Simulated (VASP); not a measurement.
Runs of VASP 6.6.1 on SnSe (zincblende type). The structure is that of space group F-43m (No. 216), or close to it. The cells are those of the table. 

| task | cell | gap on the mesh (eV) | pressure (GPa) |
| --- | --- | --- | --- |
| single point | a = 4.744 Å, angles 60.0°, 2 atoms | none | 1.0 |
| electric field gradients | a = 4.887 Å, angles 60.0°, 2 atoms | (b) | -1.6 |
| electric field gradients | a = 4.696 Å, angles 60.0°, 2 atoms | none | 2.1 |
| electric field gradients | a = 4.744 Å, angles 60.0°, 2 atoms | none | 1.0 |
| electric field gradients | a = 4.840 Å, angles 60.0°, 2 atoms | 0.14 | (a) |

Alike in all rows: level PBE; potentials or basis VASP PAW PBE potentials, release 64 (Sn_d, Se); no spin polarisation; k mesh 12 × 12 × 12; cutoff (eV) 520; smearing fermi-dirac 0.05 eV.

Problem. Fill in the values left out.

Solution. (a) -0.9; (b) 0.23.

Caveats: spin-orbit coupling is left out, which moves the levels of the heavy elements; semilocal functionals underestimate gaps, so a narrow gap can read as zero (at least some runs).

A k mesh can miss the band edges, and the runs leave out spin-orbit coupling on Se, Sn.

A gap of «none» marks levels without a gap at the run's occupations.
